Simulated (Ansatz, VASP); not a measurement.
**One calculation of ZnCd2Se3, two programs**

```xyz
6
Lattice="6.8863 0.0000 0.0000 -3.4432 5.9637 0.0000 0.0000 0.0000 4.0142" Properties=species:S:1:pos:R:3 pbc="T T T"
Zn    0.0000    0.0000    2.0071
Cd    3.4432    1.9879    2.0071
Cd    0.0000    3.9758    2.0071
Se   -1.7216    2.9819    0.0000
Se    1.7216    2.9819    0.0000
Se    3.4432    0.0000    0.0000
```

Change from the starting cell: species swapped into the DyB2Rh3 type (P6/mmm, No. 191).

Alike in both runs: functional PBE; k mesh 6 × 6 × 10; occupations gaussian, width 0.1 eV; no spin polarisation.

Ansatz relaxed the structure, and its values are those at the end. VASP's run is a single point on that final structure, the one shown.

```csv
,VASP,Ansatz
version,VASP 6.6.1,Ansatz 0.2.0
potentials or method,"VASP PAW PBE potentials, release 64 (Zn, Cd, Se), cutoff 520 eV","scalar-relativistic, plane waves, PAW"
valence electrons in the cell,54,100
```

VASP gave:

```
gap on the k mesh at the Fermi level (eV) : none
pressure (GPa)                            : 0.2
```

What did Ansatz give for the same quantities?

gap on the k mesh at the Fermi level (eV): none; pressure (GPa): 0.0.

A gap of «none» marks a metal or a gap that the smearing closes. VASP's potentials hold 54 valence electrons a cell and Ansatz's 100, so a difference there can come from the potentials and not from the codes.
